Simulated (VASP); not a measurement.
Input of a VASP 6.6.1 run:

File INCAR:

```
PREC     = Accurate       # precision mode
ENCUT    = 520            # plane-wave cutoff, eV
EDIFF    = 1E-6           # SCF threshold, eV
ISMEAR   = 0              # smearing method
SIGMA    = 0.01           # smearing width, eV
LREAL    = F              # projectors in reciprocal space
LASPH    = T              # aspherical terms in the spheres
NELM     = 100            # most SCF steps
ALGO     = Normal         # electronic algorithm
ISIF     = 2              # what is computed and relaxed
LWAVE    = F              # write WAVECAR
LCHARG   = F              # write CHGCAR
GGA      = PS             # functional
NBANDS   = 33             # bands
```

Contents of KPOINTS:

```
Automatic mesh
0
Gamma
  6 6 4
```

File POSCAR:

```
TiO2
1.0
    2.6613894990     -2.6614820658     -0.0199539294
    2.6613894990      2.6614820658     -0.0199539294
   -2.6254553362      0.0000000000      4.7590514416
Ti O
2 4
Direct
    0.1250240662      0.8749759338      0.2500000000
    0.8749759338      0.1250240662      0.7500000000
    0.3334730659      0.0835191167      0.6669706559
    0.6665269341      0.9164808833      0.3330293441
    0.9164808833      0.6665269341      0.8330293441
    0.0835191167      0.3334730659      0.1669706559
```

Potentials or basis: VASP PAW PBE potentials, release 64 (Ti_sv, O).

Run with:

```bash
$ cat potpaw_PBE.64/Ti_sv/POTCAR potpaw_PBE.64/O/POTCAR > POTCAR
$ mpirun -np 1 vasp_std > vasp.out
```

(1) Estimate the band gap on the k mesh.

(2) Estimate the pressure.

## Answers

(1) 2.11 eV (least direct gap 2.43 eV).

(2) 2.7 GPa.

Caveat: the PAW data sets were made with another functional, which shifts forces and pressure a little.
